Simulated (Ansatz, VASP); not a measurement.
CoO in VASP and in Ansatz

```
Co O
1.0
     0.00000    2.08799    2.08799
     2.08799    0.00000    2.08799
     2.08799    2.08799    0.00000
Co O
1 1
Direct
  0.00000 0.00000 0.00000
  0.50000 0.50000 0.50000
```

Alike in both runs: task single point; functional PBE; k mesh 11 × 11 × 11; occupations fermi-dirac, width 0.05 eV; collinear spin.

|  | VASP | Ansatz |
| --- | --- | --- |
| version | VASP 6.6.1 | Ansatz 0.2.0 |
| potentials or method | VASP PAW PBE potentials, release 64 (Co_sv, O) | Ansatz PAW |
| plane-wave cutoff (eV) | 600 | 420 |
| valence electrons in the cell | 23 | 23 |

|  | VASP | Ansatz | Ansatz less VASP |
| --- | --- | --- | --- |
| gap on the k mesh at the Fermi level (eV) | none | none | - |
| pressure (GPa) | 6.7 | 9.4 | +2.71 |
| net moment per atom (μB) | 1.38 | 1.39 | +0.006 |
| size of the moment on the site where the two differ most (μB) | 2.40 | 2.37 | -0.036 |

Site moments also hang on the region over which each program counts them. A gap of «none» marks a metal or a gap that the smearing closes.
